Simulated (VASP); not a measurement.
# Cl (Cmce) in VASP: a series of runs

Runs on Cl. Level: PBE+D3(BJ). Tasks: single point.

Program: VASP 6.6.1. These are calculated values, not measurements. Logs are shortened: lines on timing, memory, paths and dates and some standing lists are left out, and cuts for length are marked.

### 1 The cell of the first run

Symmetry: Cmce, No. 64, orthorhombic system. The conventional cell has a = 6.611 Å, b = 4.023 Å, c = 8.214 Å, α = 90.00°, β = 90.00°, γ = 90.00°. Cl (site symmetry m) has 1 Cl at 2.03 Å within 2.7 Å.

### 2 Single point, PBE+D3(BJ) (uniaxial strain along c: +1.5 %, then relaxed in part)

File INCAR:

```
PREC     = Accurate       # precision mode
ENCUT    = 520            # plane-wave cutoff, eV
EDIFF    = 1E-6           # SCF threshold, eV
ISMEAR   = 0              # smearing method
SIGMA    = 0.02           # smearing width, eV
LREAL    = F              # projectors in reciprocal space
LASPH    = T              # aspherical terms in the spheres
NELM     = 100            # most SCF steps
ALGO     = Normal         # electronic algorithm
ISIF     = 2              # what is computed and relaxed
LWAVE    = F              # write WAVECAR
LCHARG   = F              # write CHGCAR
GGA      = PE             # functional
IVDW     = 12             # dispersion correction
NBANDS   = 38             # bands
```

File KPOINTS:

```
Automatic mesh
0
Gamma
  4 8 4
```

File POSCAR:

```
Cl
1.0
    6.6106597307      0.0000000000      0.0000000000
    0.0000000000      4.0227629161      0.0000000000
    0.0000000000      0.0000000000      8.2135782413
Cl
8
Direct
    0.5000000000      0.3789916834      0.1085652338
    0.5000000000      0.8789916834      0.3914347662
    0.5000000000      0.6210083166      0.8914347662
    0.5000000000      0.1210083166      0.6085652338
    0.0000000000      0.8789916834      0.1085652338
    0.0000000000      0.3789916834      0.3914347662
    0.0000000000      0.1210083166      0.8914347662
    0.0000000000      0.6210083166      0.6085652338
```

Potentials or basis: VASP PAW PBE potentials, release 64 (Cl).

On the command line:

```bash
> cat potpaw_PBE.64/Cl/POTCAR > POTCAR
> mpirun -np 1 vasp_std > vasp.out
```

OUTCAR:

```text
PREC = Accurate
   ENCUT = 520
   EDIFF = 1E-6
   ISMEAR = 0
   LREAL = F
   LASPH = T
   NELM = 100
   ISIF = 2
   GGA = PE
   IVDW = 12
 IVDW          = 12

 ion  position               nearest neighbor table
   1  0.500  0.379  0.109-   3 2.03
   2  0.500  0.879  0.391-   4 2.03
   3  0.500  0.621  0.891-   1 2.03
   4  0.500  0.121  0.609-   2 2.03
   5  0.000  0.879  0.109-   7 2.03
   6  0.000  0.379  0.391-   8 2.03
   7  0.000  0.121  0.891-   5 2.03
   8  0.000  0.621  0.609-   6 2.03

  LATTYP: Found a simple orthorhombic cell.
 ALAT       =     4.0227629161
 B/A-ratio  =     1.6433132821
 C/A-ratio  =     2.0417753700

  Lattice vectors:

 A1 = (   0.0000000000,  -4.0227629161,   0.0000000000)
 A2 = (   6.6106597307,   0.0000000000,   0.0000000000)
 A3 = (   0.0000000000,   0.0000000000,   8.2135782413)

Analysis of symmetry for initial positions (statically):
=====================================================================
 Subroutine PRICEL returns following result:

  LATTYP: Found a base centered orthorhombic cell.
 ALAT       =     4.0227629161
 B/A-ratio  =     1.6433132821
 C/A-ratio  =     2.0417753700

  Lattice vectors:

 A1 = (  -3.3053298654,  -2.0113814581,   0.0000000000)
 A2 = (   3.3053298654,  -2.0113814580,   0.0000000000)
 A3 = (   0.0000000000,   0.0000000000,   8.2135782413)

   2 primitive cells build up your supercell.

 Routine SETGRP: Setting up the symmetry group for a
 simple orthorhombic supercell.

 Subroutine GETGRP returns: Found  8 space group operations
 (whereof  4 operations were pure point group operations)
 out of a pool of  8 trial point group operations.

The static configuration has the point symmetry C_2h.
 The point group associated with its full space group is D_2h.

Analysis of symmetry for dynamics (positions and initial velocities):
=====================================================================
 Subroutine PRICEL returns following result:

  LATTYP: Found a base centered orthorhombic cell.
 ALAT       =     4.0227629161
 B/A-ratio  =     1.6433132821
 C/A-ratio  =     2.0417753700

  Lattice vectors:

 A1 = (  -3.3053298654,  -2.0113814581,   0.0000000000)
 A2 = (   3.3053298654,  -2.0113814580,   0.0000000000)
 A3 = (   0.0000000000,   0.0000000000,   8.2135782413)

   2 primitive cells build up your supercell.

 Routine SETGRP: Setting up the symmetry group for a
 simple orthorhombic supercell.

 Subroutine GETGRP returns: Found  8 space group operations
 (whereof  4 operations were pure point group operations)
 out of a pool of  8 trial point group operations.

The dynamic configuration has the point symmetry C_2h.
 The point group associated with its full space group is D_2h.

 Subroutine INISYM returns: Found  8 space group operations
 (whereof  4 operations are pure point group operations),
 and found     2 'primitive' translations

----------------------------------------------------------------------------------------

                                     Primitive cell

  volume of cell :     109.2123

  direct lattice vectors                    reciprocal lattice vectors
    -3.305329865 -2.011381458  0.000000000    -0.151270832 -0.248585368  0.000000000
     3.305329865 -2.011381458  0.000000000     0.151270832 -0.248585368  0.000000000
     0.000000000  0.000000000  8.213578241     0.000000000  0.000000000  0.121749616

  length of vectors
     3.869219674  3.869219674  8.213578241     0.290994072  0.290994072  0.121749616

  position of ions in fractional coordinates (direct lattice)
     0.121008317  0.121008317  0.108565234
     0.621008317  0.621008317  0.391434766
     0.878991683  0.878991683  0.891434766
     0.378991683  0.378991683  0.608565234

  ion indices of the primitive-cell ions
   primitive index   ion index
                 1           1
                 2           2
                 3           3
                 4           4

----------------------------------------------------------------------------------------

 KPOINTS: Automatic mesh

Automatic generation of k-mesh.
 Grid dimensions read from file:
 generate k-points for:    4    8    4

 Generating k-lattice:

  Cartesian coordinates                     Fractional coordinates (reciprocal lattice)
     0.037817708  0.000000000  0.000000000     0.250000000  0.000000000  0.000000000
     0.000000000  0.031073171  0.000000000     0.000000000  0.125000000  0.000000000
     0.000000000  0.000000000  0.030437404     0.000000000  0.000000000  0.250000000

  Length of vectors
     0.037817708  0.031073171  0.030437404

  Shift w.r.t. Gamma in fractional coordinates (k-lattice)
     0.000000000  0.000000000  0.000000000

 Subroutine IBZKPT returns following result:
 ===========================================

 Found     45 irreducible k-points:

 Following reciprocal coordinates:
            Coordinates               Weight
  0.000000  0.000000  0.000000      1.000000
  0.250000  0.000000  0.000000      2.000000
  0.500000  0.000000  0.000000      1.000000
  0.000000  0.125000  0.000000      2.000000
  0.250000  0.125000  0.000000      4.000000
  0.500000  0.125000  0.000000      2.000000
[... 16 lines left out ...]
  0.250000  0.250000  0.250000      8.000000
  0.500000  0.250000  0.250000      4.000000
 [... further k-points ...]
   k-points           NKPTS =     45   k-points in BZ     NKDIM =     45   number of bands    NBANDS=     38
   number of dos      NEDOS =    301   number of ions     NIONS =      8
   total plane-waves  NPLWV =  96000
   dimension x,y,z NGX =    50 NGY =   30 NGZ =   64
   dimension x,y,z NGXF=   100 NGYF=   60 NGZF=  128
   ions per type =               8
   NGX,Y,Z   is equivalent  to a cutoff of  12.57, 12.40, 12.95 a.u.
   NGXF,Y,Z  is equivalent  to a cutoff of  25.15, 24.80, 25.91 a.u.
 SYSTEM =  unknown system
   PREC   = accura    normal or accurate (medium, high low for compatibility)
   ISTART =      0    job   : 0-new  1-cont  2-samecut
   ICHARG =      2    charge: 1-file 2-atom 10-const
   ISPIN  =      1    spin polarized calculation?
   LNONCOLLINEAR =      F non collinear calculations
   LSORBIT =      F    spin-orbit coupling
   LASPH  =      T    aspherical Exc in radial PAW
   ENCUT  =  520.0 eV  38.22 Ry    6.18 a.u.  12.29  7.48 15.27*2*pi/ulx,y,z
   NELM   =    100;   NELMIN=  2; NELMDL= -5     # of ELM steps
   EDIFF  = 0.1E-05   stopping-criterion for ELM
   LREAL  =      F    real-space projection
   EDIFFG = 0.1E-04   stopping-criterion for IOM
   NSW    =      0    number of steps for IOM
   IBRION =     -1    ionic relax: 0-MD 1-quasi-New 2-CG
   NFREE  =      0    steps in history (QN), initial steepest desc. (CG)
   ISIF   =      2    stress and relaxation
   ISYM   =      2    0-nonsym 1-usesym 2-fastsym
   POTIM  = 0.5000    time-step for ionic-motion
   TEBEG  =    0.0;   TEEND  =   0.0 temperature during run
   PSTRESS=    0.0 pullay stress
   NELECT =      56.0000    total number of electrons
   NUPDOWN=      -1.0000    fix difference up-down
   EMIN   =  10.00;   EMAX   =-10.00  energy-range for DOS
   EFERMI =   0.00;   METHOD = LEGACY
   ISMEAR =     0;   SIGMA  =   0.02  broadening in eV -4-tet -1-fermi 0-gaus
   EFERMI_NEDOS =   21; number of points for ismear=-14 and -15
   IALGO  =     38    algorithm
   IMIX   =      4    mixing-type and parameters
     AMIX     =   0.40;   BMIX     =  1.00
     AMIX_MAG =   1.60;   BMIX_MAG =  1.00
  volume/ion in A,a.u.               =      27.30       184.25
  Fermi-wavevector in a.u.,A,eV,Ry     =   1.040009  1.965331 14.716307  1.081618
  Thomas-Fermi vector in A             =   2.174565
   LORBIT       =      0    0 simple, 1 ext, 2 COOP (PROOUT), +10 PAW based schemes
   GGA     = PE    functional components
   LHFCALC =     F    Hartree Fock is set to
   AEXX    =    0.0000 exact exchange contribution
   IVDW    =    12    specifies the selected vdW correction
   LEPSILON=     F    determine dielectric tensor
   LRPA    =     F    only Hartree local field effects (RPA)
 non-spin polarized calculation
 Gauss-broadening in eV      SIGMA  =   0.02
  energy-cutoff  :      520.00
  volume of cell :      218.42
 maximum number of plane-waves:      5921
 NGX is ok and might be reduce to    50
   NGX = 25   NGY = 15   NGZ = 31

 number of electron      55.9999990 magnetization

 Free energy of the ion-electron system (eV)
  ---------------------------------------------------
  ext. energy  EPLUGINS =         0.00000000
  ---------------------------------------------------
  free energy    TOTEN  =       -14.61876204 eV

  energy without entropy =      -14.61876204  energy(sigma->0) =      -14.61876204

 E-fermi :   0.0444     XC(G=0):  -8.0121

 val. band max:       -0.0578539899   @ k =   0.0000   0.0000   0.0000
 cond. band min:       2.0774363031   @ k =   0.0000   0.0000   0.0000
 fundamental gap:      2.1352902930
 Fermi energy:         0.0443500248

 k-point     1 :       0.0000    0.0000    0.0000
  band No.  band energies     occupation
      1     -16.7941      2.00000
      2     -16.5946      2.00000
      3     -16.4501      2.00000
      4     -16.3014      2.00000
      5     -13.1238      2.00000
      6     -12.9227      2.00000
[... 30 lines left out ...]
     37       8.5133      0.00000
     38       8.8924      0.00000

 k-point     2 :       0.2500    0.0000    0.0000
  band No.  band energies     occupation
      1     -16.7659      2.00000
      2     -16.6248      2.00000
      3     -16.4288      2.00000
      4     -16.3237      2.00000
      5     -13.0953      2.00000
      6     -12.9532      2.00000
[... 30 lines left out ...]
     37       8.5801      0.00000
     38       8.9831      0.00000
[... 859 lines left out ...]
     37       9.3468      0.00000
     38       9.5454      0.00000

 k-point    24 :       0.5000    0.2500    0.2500
  band No.  band energies     occupation
      1     -16.5702      2.00000
      2     -16.5702      2.00000
      3     -16.4075      2.00000
      4     -16.4075      2.00000
      5     -12.8367      2.00000
      6     -12.8367      2.00000
[... 30 lines left out ...]
     37       9.4546      0.00000
     38       9.4588      0.00000

 [... further k-points ...]

------------------------ aborting loop because EDIFF is reached ----------------------------------------

 Edisp (eV)   -1.29531

 E8    (eV) :    -0.4347

  FORCE on cell =-STRESS in cart. coord.  units (eV):
  Direction    XX          YY          ZZ          XY          YZ          ZX
  --------------------------------------------------------------------------------------
  -------------------------------------------------------------------------------------
  Total      -0.08636    -0.34124    -1.37254     0.00000     0.00000     0.00000
  in kB      -0.63346    -2.50307   -10.06777     0.00000     0.00000     0.00000
  external pressure =       -4.40 kB  Pullay stress =        0.00 kB

 VOLUME and BASIS-vectors are now :
 -----------------------------------------------------------------------------
  energy-cutoff  :      520.00
  volume of cell :      218.42
      direct lattice vectors                 reciprocal lattice vectors
     6.610659731  0.000000000  0.000000000     0.151270832  0.000000000  0.000000000
     0.000000000  4.022762916  0.000000000     0.000000000  0.248585368  0.000000000
     0.000000000  0.000000000  8.213578241     0.000000000  0.000000000  0.121749616

 POSITION                                       TOTAL-FORCE (eV/Angst)
 -----------------------------------------------------------------------------------
      3.30533      1.52459      0.89171         0.000000      0.080232     -0.154679
      3.30533      3.53598      3.21508         0.000000      0.080232      0.154679
      3.30533      2.49817      7.32187        -0.000000     -0.080232      0.154679
      3.30533      0.48679      4.99850         0.000000     -0.080232     -0.154679
      0.00000      3.53598      0.89171         0.000000      0.080232     -0.154679
      0.00000      1.52459      3.21508         0.000000      0.080232      0.154679
      0.00000      0.48679      7.32187        -0.000000     -0.080232      0.154679
      0.00000      2.49817      4.99850         0.000000     -0.080232     -0.154679
 -----------------------------------------------------------------------------------
    total drift:                                0.000000     -0.000000     -0.000000

  FREE ENERGIE OF THE ION-ELECTRON SYSTEM (eV)
  ---------------------------------------------------
  free  energy   TOTEN  =       -15.9140674574 eV

  energy  without entropy=      -15.9140674574  energy(sigma->0) =      -15.91406746
```

Wall time 2.8 min (1 thread of Intel Xeon 6975P-C (Granite Rapids), shared host); peak memory 0.43 GiB.

Results:

| Quantity | Value |
| --- | --- |
| Free energy | -15.9141 eV |
| Pressure | -0.4 GPa |
| Largest force | 0.174 eV/Å |
| Band gap on the k mesh | 2.14 eV |
| Dispersion energy per atom | -0.162 eV |

Forces on the atoms (eV/Å):
```
Cl   0.000  0.080 -0.155
Cl   0.000  0.080  0.155
Cl   0.000 -0.080  0.155
Cl   0.000 -0.080 -0.155
Cl   0.000  0.080 -0.155
Cl   0.000  0.080  0.155
Cl   0.000 -0.080  0.155
Cl   0.000 -0.080 -0.155
```

Stress tensor (GPa, compression positive):
```
-0.06  0.00  0.00
 0.00 -0.25  0.00
 0.00  0.00 -1.01
```

Levels at points of the mesh, in eV from the valence-band top:
```
           k point  band 25  band 26  band 27  band 28  band 29  band 30  band 31  band 32
(0.00, 0.00, 0.00)    -0.38    -0.23    -0.23     0.00     2.14     2.22     2.95     3.11
(0.50, 0.00, 0.00)    -0.40    -0.40    -0.12    -0.12     2.20     2.20     3.03     3.03
(0.00, 0.50, 0.00)    -0.70    -0.70    -0.26    -0.26     2.86     2.86     2.93     2.93
(0.50, 0.50, 0.00)    -0.37    -0.37    -0.37    -0.37     2.90     2.90     2.90     2.90
(0.00, 0.00, 0.50)    -0.81    -0.81    -0.11    -0.11     2.54     2.54     2.57     2.57
(0.50, 0.00, 0.50)    -0.41    -0.41    -0.41    -0.41     2.58     2.58     2.58     2.58
(0.00, 0.50, 0.50)    -0.25    -0.25    -0.25    -0.25     2.58     2.58     2.58     2.58
(0.50, 0.50, 0.50)    -0.14    -0.14    -0.14    -0.14     2.58     2.58     2.58     2.58
```

Caveat: the cell differs from its parent crystal (uniaxial strain along c: +1.5 %, then relaxed in part). A k mesh can miss the band edges.

### 3 Single point, PBE+D3(BJ) (uniaxial strain along c: +1.5 %)

File INCAR:

```
SYSTEM = Cl
PREC = Accurate ; ENCUT = 520
EDIFF = 1E-7 ; ISMEAR = 0
SIGMA = 0.02 ; LREAL = .FALSE.
LASPH = .TRUE. ; NELM = 60
ALGO = Normal ; ISIF = 2
LWAVE = .FALSE. ; LCHARG = .FALSE.
GGA = PE ; IVDW = 12
NBANDS = 38
```

File KPOINTS:

```
Automatic mesh
0
G
  4 8 4
  0 0 0
```

File POSCAR:

```
Cl
1.0
    6.5667423053      0.0000000000      0.0000000000
    0.0000000000      4.0535231509      0.0000000000
    0.0000000000      0.0000000000      8.2135782413
Cl
8
Direct
    0.5000000000      0.3755227787      0.1089019662
    0.5000000000      0.8755227787      0.3910980338
    0.5000000000      0.6244772213      0.8910980338
    0.5000000000      0.1244772213      0.6089019662
    0.0000000000      0.8755227787      0.1089019662
    0.0000000000      0.3755227787      0.3910980338
    0.0000000000      0.1244772213      0.8910980338
    0.0000000000      0.6244772213      0.6089019662
```

Potentials or basis: VASP PAW PBE potentials, release 64 (Cl).

On the command line:

```bash
> cat potpaw_PBE.64/Cl/POTCAR > POTCAR
> mpirun -np 1 vasp_std > vasp.out
```

Wall time 2.8 min (1 thread of Intel Xeon 6975P-C (Granite Rapids), shared host); peak memory 0.43 GiB.

The run converged. Its results:

```
Free energy                : -15.8845 eV
Pressure                   : -1.1 GPa
Largest force              : 0.459 eV/Å
Band gap on the k mesh     : 2.06 eV
Dispersion energy per atom : -0.162 eV
```

Forces in eV/Å, atoms in the order of the input:
```
Cl   0.000  0.241 -0.391
Cl   0.000  0.241  0.391
Cl   0.000 -0.241  0.391
Cl   0.000 -0.241 -0.391
Cl   0.000  0.241 -0.391
Cl   0.000  0.241  0.391
Cl   0.000 -0.241  0.391
Cl   0.000 -0.241 -0.391
```

Stress tensor (GPa, compression positive):
```
 0.01  0.00  0.00
 0.00 -0.85  0.00
 0.00  0.00 -2.59
```

Levels at points of the mesh, in eV from the valence-band top:
```
           k point  band 26  band 27  band 28  band 29  band 30  band 31
(0.00, 0.00, 0.00)    -0.21    -0.20     0.00     2.06     2.13     2.80
(0.50, 0.00, 0.00)    -0.41    -0.11    -0.11     2.12     2.12     2.89
(0.00, 0.50, 0.00)    -0.67    -0.23    -0.23     2.76     2.76     2.82
(0.50, 0.50, 0.00)    -0.35    -0.35    -0.35     2.79     2.79     2.79
(0.00, 0.00, 0.50)    -0.78    -0.10    -0.10     2.43     2.43     2.47
(0.50, 0.00, 0.50)    -0.38    -0.38    -0.38     2.47     2.47     2.47
(0.00, 0.50, 0.50)    -0.22    -0.22    -0.22     2.49     2.49     2.49
(0.50, 0.50, 0.50)    -0.11    -0.11    -0.11     2.48     2.48     2.48
```

Caveat: the cell differs from its parent crystal (uniaxial strain along c: +1.5 %). A k mesh can miss the band edges.

### 4 Single point, PBE+D3(BJ)

This run uses another cell than the first one, of 27.04 Å³/atom.

File INCAR:

```
SYSTEM = Cl
PREC = Accurate
ENCUT = 520
EDIFF = 1E-7
ISMEAR = 0
SIGMA = 0.02
LREAL = .False.
LASPH = .True.
NELM = 60
ALGO = Normal
ISIF = 2
LWAVE = .False.
LCHARG = .True.
GGA = PE
IVDW = 12
LELF = .True.
LVHAR = .True.
NBANDS = 38
```

File KPOINTS:

```
Automatic mesh
0
Gamma
  4 8 4
  0 0 0
```

File POSCAR:

```
Cl
1.0
    6.5809427420      0.0000000000      0.0000000000
    0.0000000000      4.1240653391      0.0000000000
    0.0000000000      0.0000000000      7.9708123820
Cl
8
Direct
    0.5000000000      0.3722970767      0.1091078254
    0.5000000000      0.8722970767      0.3908921746
    0.5000000000      0.6277029233      0.8908921746
    0.5000000000      0.1277029233      0.6091078254
    0.0000000000      0.8722970767      0.1091078254
    0.0000000000      0.3722970767      0.3908921746
    0.0000000000      0.1277029233      0.8908921746
    0.0000000000      0.6277029233      0.6091078254
```

On the command line:

```bash
> cat potpaw_PBE.64/Cl/POTCAR > POTCAR
> mpirun -np 1 vasp_std > vasp.out
```

Wall time 6.3 min (1 thread of Oxide Virtual Turin-like, shared host); peak memory 0.41 GiB.

The run converged. Its results:

```
Free energy                : -15.9120 eV
Pressure                   : -0.3 GPa
Largest force              : 0.176 eV/Å
Band gap on the k mesh     : 2.35 eV
Dispersion energy per atom : -0.164 eV
```

Forces on the atoms (eV/Å):
```
Cl   0.000  0.087 -0.153
Cl   0.000  0.087  0.153
Cl   0.000 -0.087  0.153
Cl   0.000 -0.087 -0.153
Cl   0.000  0.087 -0.153
Cl   0.000  0.087  0.153
Cl   0.000 -0.087  0.153
Cl   0.000 -0.087 -0.153
```

Stress tensor (GPa, compression positive):
```
-0.07  0.00  0.00
 0.00 -0.28  0.00
 0.00  0.00 -0.54
```

Levels at points of the mesh, in eV from the valence-band top:
```
           k point  band 26  band 27  band 28  band 29  band 30  band 31
(0.00, 0.00, 0.00)    -0.19    -0.06     0.00     2.35     2.40     2.88
(0.50, 0.00, 0.00)    -0.36    -0.03    -0.03     2.40     2.40     2.98
(0.00, 0.50, 0.00)    -0.57    -0.17    -0.17     2.96     2.96     3.02
(0.50, 0.50, 0.00)    -0.32    -0.32    -0.32     3.00     3.00     3.00
(0.00, 0.00, 0.50)    -0.67    -0.09    -0.09     2.56     2.56     2.61
(0.50, 0.00, 0.50)    -0.32    -0.32    -0.32     2.61     2.61     2.61
(0.00, 0.50, 0.50)    -0.10    -0.10    -0.10     2.71     2.71     2.71
(0.50, 0.50, 0.50)    -0.03    -0.03    -0.03     2.71     2.71     2.71
```

A k mesh can miss the band edges. As with any semilocal functional, this PBE gap is likely too small.

(Continued in part 2 of 2.)
